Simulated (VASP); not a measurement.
# Rh (P6_3/mmc) in VASP: a series of runs, part 2 of 2

VASP 6.6.1. Earlier steps stand in the parts before.

## 3. Single point, PBEsol (13.55 Å³/atom)

INCAR

```
SYSTEM = Rh
PREC     = Accurate       ! precision mode
ENCUT    = 520            ! plane-wave cutoff, eV
EDIFF    = 1E-6           ! SCF threshold, eV
ISMEAR   = 0              ! smearing method
SIGMA    = 0.15           ! smearing width, eV
LREAL    = .False.        ! projectors in reciprocal space
LASPH    = .True.         ! aspherical terms in the spheres
NELM     = 100            ! most SCF steps
ALGO     = Fast           ! electronic algorithm
ISIF     = 2              ! what is computed and relaxed
LWAVE    = .False.        ! write WAVECAR
LCHARG   = .True.         ! write CHGCAR
GGA      = PS             ! functional
LELF     = .True.         ! ELF
LVHAR    = .True.       
NBANDS   = 22             ! bands
```

KPOINTS

```
Automatic mesh
0
Gamma
  21 21 12
  0 0 0
```

POSCAR

```
Rh
1.0
    2.6177457795      0.0000000000      0.0000000000
   -1.3088728898      2.2670343457      0.0000000000
    0.0000000000      0.0000000000      4.5677046107
Rh
2
Direct
    0.6666666667      0.3333333333      0.7500000000
    0.3333333333      0.6666666667      0.2500000000
```

Potentials or basis: VASP PAW PBE potentials, release 64 (Rh_pv).

Launch:

```console
cat potpaw_PBE.64/Rh_pv/POTCAR > POTCAR
mpirun -np 1 vasp_std > vasp.out
```

Wall time 7.9 min (1 thread of AMD EPYC, shared host); peak memory 0.23 GiB.

It converged, with:

```yaml
Free_energy: -16.1124 eV
Pressure: 1.6 GPa
Band_gap_on_the_k_mesh: zero (bands 15 and 16 overlap by 2.66 eV)
```

Stress tensor (GPa, compression positive):
```
  9.33   0.00   0.00
  0.00   9.33   0.00
  0.00   0.00 -13.97
```

Levels at points of the mesh, in eV from the Fermi level:
```csv
k point,band 11,band 12,band 13,band 14,band 15,band 16,band 17,band 18,band 19,band 20
"(0.00, 0.00, 0.00)",-3.06,-2.66,-2.66,-1.36,-1.36,-0.04,0.26,0.26,7.68,16.34
"(0.00, 0.00, 0.50)",-3.05,-3.05,-3.05,-3.05,-0.31,-0.31,-0.31,-0.31,13.86,13.86
```

Caveat: the stress differs along the axes, from -14 to 9 GPa; the PAW data sets were made with another functional, which shifts forces and pressure a little.

## 4. Single point, PBEsol (13.55 Å³/atom)

INCAR

```
  ALGO = Fast
  EDIFF = 1E-6
  ENCUT = 520
  GGA = PS
  ISIF = 2
  ISMEAR = 0
  LASPH = True
  LCHARG = False
  LREAL = False
  LWAVE = False
  NBANDS = 22
  NELM = 80
  PREC = Accurate
  SIGMA = 0.15
```

KPOINTS

```
k-points
0
Gamma
  21 21 12
```

POSCAR

```
Rh
1.0
    2.7618337405      0.0000000000      0.0000000000
   -1.3809168702      2.3918181803      0.0000000000
    0.0000000000      0.0000000000      4.1035325716
Rh
2
Direct
    0.6666666667      0.3333333333      0.7500000000
    0.3333333333      0.6666666667      0.2500000000
```

Potentials or basis: VASP PAW PBE potentials, release 64 (Rh_pv).

Launch:

```console
cat potpaw_PBE.64/Rh_pv/POTCAR > POTCAR
mpirun -np 1 vasp_std > vasp.out
```

OUTCAR:

```text
EDIFF = 1E-6
   ENCUT = 520
   GGA = PS
   ISIF = 2
   ISMEAR = 0
   LASPH = True
   LREAL = False
   NELM = 80
   PREC = Accurate

 ion  position               nearest neighbor table
   1  0.667  0.333  0.750-   2 2.60   2 2.60   2 2.60   2 2.60   2 2.60   2 2.60
   2  0.333  0.667  0.250-   1 2.60   1 2.60   1 2.60   1 2.60   1 2.60   1 2.60

  LATTYP: Found a hexagonal cell.
 ALAT       =     2.7618337405
 C/A-ratio  =     1.4858000000

  Lattice vectors:

[... 790 lines left out ...]

------------------------ aborting loop because EDIFF is reached ----------------------------------------

  FORCE on cell =-STRESS in cart. coord.  units (eV):
  Direction    XX          YY          ZZ          XY          YZ          ZX
  --------------------------------------------------------------------------------------
  -------------------------------------------------------------------------------------
  Total       -0.8166308     -0.8166308      2.9203733     -0.0000000      0.0000000      0.0000000
  in kB      -48.2672724    -48.2672724    172.6097708     -0.0000000      0.0000000      0.0000000
  external PRESSURE =      25.3584087 kB  Pullay stress =       0.0000000 kB

 VOLUME and BASIS-vectors are now :
 -----------------------------------------------------------------------------
  energy-cutoff  :      520.00
  volume of cell :       27.11
      direct lattice vectors                 reciprocal lattice vectors
     2.761833741  0.000000000  0.000000000     0.362078276  0.209045990  0.000000000
    -1.380916870  2.391818180  0.000000000     0.000000000  0.418091981  0.000000000
     0.000000000  0.000000000  4.103532572     0.000000000  0.000000000  0.243692473

 POSITION                                       TOTAL-FORCE (eV/Angst)
 -----------------------------------------------------------------------------------
      1.38092      0.79727      3.07765         0.000000      0.000000      0.000000
     -0.00000      1.59455      1.02588        -0.000000     -0.000000      0.000000
 -----------------------------------------------------------------------------------
    total drift:                                0.000000     -0.000000      0.000000

  FREE ENERGIE OF THE ION-ELECTRON SYSTEM (eV)
  ---------------------------------------------------
  free  energy   TOTEN  =       -16.1062215402 eV

  energy  without entropy=      -16.0668710926  energy(sigma->0) =      -16.08654632
```

It took 7.4 min on 1 thread of AMD EPYC, shared host; peak memory 0.23 GiB.

What came out:

* Free energy: -16.1062 eV
* Pressure: 2.5 GPa
* Band gap on the k mesh: zero (bands 15 and 16 overlap by 2.16 eV)

Stress tensor (GPa, compression positive):
```
-4.83  0.00  0.00
 0.00 -4.83  0.00
 0.00  0.00 17.26
```

Levels at points of the mesh, in eV from the Fermi level:
```csv
k point,band 12,band 13,band 14,band 15,band 16,band 17,band 18,band 19
"(0.00, 0.00, 0.00)",-2.58,-2.53,-2.48,-2.48,0.11,0.11,1.56,9.95
"(0.00, 0.00, 0.50)",-3.53,-2.96,-2.96,-0.39,-0.39,-0.39,-0.39,14.92
```

Caveat: the stress differs along the axes, from -5 to 17 GPa; the PAW data sets were made with another functional, which shifts forces and pressure a little.

## 5. Single point, PBEsol (14.10 Å³/atom)

This run uses another cell than the first one, of 14.10 Å³/atom.

INCAR

```
SYSTEM = Rh
PREC = Accurate ; ENCUT = 520
EDIFF = 1E-6 ; ISMEAR = 0
SIGMA = 0.15 ; LREAL = .FALSE.
LASPH = .TRUE. ; NELM = 60
ALGO = Fast ; ISIF = 2
LWAVE = .FALSE. ; LCHARG = .FALSE.
GGA = PS ; NBANDS = 22
```

KPOINTS

```
regular mesh
0
G
  21 21 12
  0 0 0
```

POSCAR

```
Rh
1.0
    2.6879620917      0.0000000000      0.0000000000
   -1.3439810458      2.3278434558      0.0000000000
    0.0000000000      0.0000000000      4.5055620581
Rh
2
Direct
    0.6666666667      0.3333333333      0.7500000000
    0.3333333333      0.6666666667      0.2500000000
```

Launch:

```console
cat potpaw_PBE.64/Rh_pv/POTCAR > POTCAR
mpirun -np 1 vasp_std > vasp.out
```

It took 5.5 min on 1 thread of AMD EPYC, shared host; peak memory 0.23 GiB.

Results (log left out):

```
Free energy            : -16.1556 eV
Pressure               : -10.0 GPa
Band gap on the k mesh : zero (bands 15 and 16 overlap by 2.36 eV)
```

Stress tensor (GPa, compression positive):
```
 -6.83   0.00   0.00
  0.00  -6.83   0.00
  0.00   0.00 -16.42
```

Levels at points of the mesh, in eV from the Fermi level:
```csv
k point,band 11,band 12,band 13,band 14,band 15,band 16,band 17,band 18,band 19,band 20
"(0.00, 0.00, 0.00)",-2.91,-2.46,-2.46,-1.58,-1.58,0.18,0.18,0.36,7.85,16.06
"(0.00, 0.00, 0.50)",-2.95,-2.95,-2.95,-2.95,-0.38,-0.38,-0.38,-0.38,14.23,14.23
```

Caveat: the stress differs along the axes, from -16 to -7 GPa; the PAW data sets were made with another functional, which shifts forces and pressure a little.

## 6. Summary

```tsv
cell	further INCAR settings	gap on the mesh (eV)	pressure (GPa)
a = 2.583, b = 2.583, c = 4.692 Å, angles 90.0, 90.0, 120.0°, 2 atoms	ALGO = Fast; EDIFF = 1e-07; NBANDS = 22	none	4.2
a = 2.618, b = 2.618, c = 4.568 Å, angles 90.0, 90.0, 120.0°, 2 atoms	ALGO = Fast; EDIFF = 1e-06; NBANDS = 22	none	1.6
a = 2.762, b = 2.762, c = 4.104 Å, angles 90.0, 90.0, 120.0°, 2 atoms	ALGO = Fast; EDIFF = 1e-06; NBANDS = 22	none	2.5
a = 2.688, b = 2.688, c = 4.506 Å, angles 90.0, 90.0, 120.0°, 2 atoms	ALGO = Fast; EDIFF = 1e-06; NBANDS = 22	none	-10.0
```

Alike in all rows: task single point; level PBEsol; potentials or basis VASP PAW PBE potentials, release 64 (Rh_pv); no spin polarisation; k mesh 21 × 21 × 12; cutoff (eV) 520; smearing gaussian 0.15 eV.

Caveats: the PAW data sets were made with another functional, which shifts forces and pressure a little; the stress differs along the axes, from -20 to 17 GPa (at least some runs); the stress differs along the axes, from -14 to 9 GPa (at least some runs); the stress differs along the axes, from -5 to 17 GPa (at least some runs); the stress differs along the axes, from -16 to -7 GPa (at least some runs).

Total energies depend on the potentials used, so only differences within one code and one set of settings carry meaning.
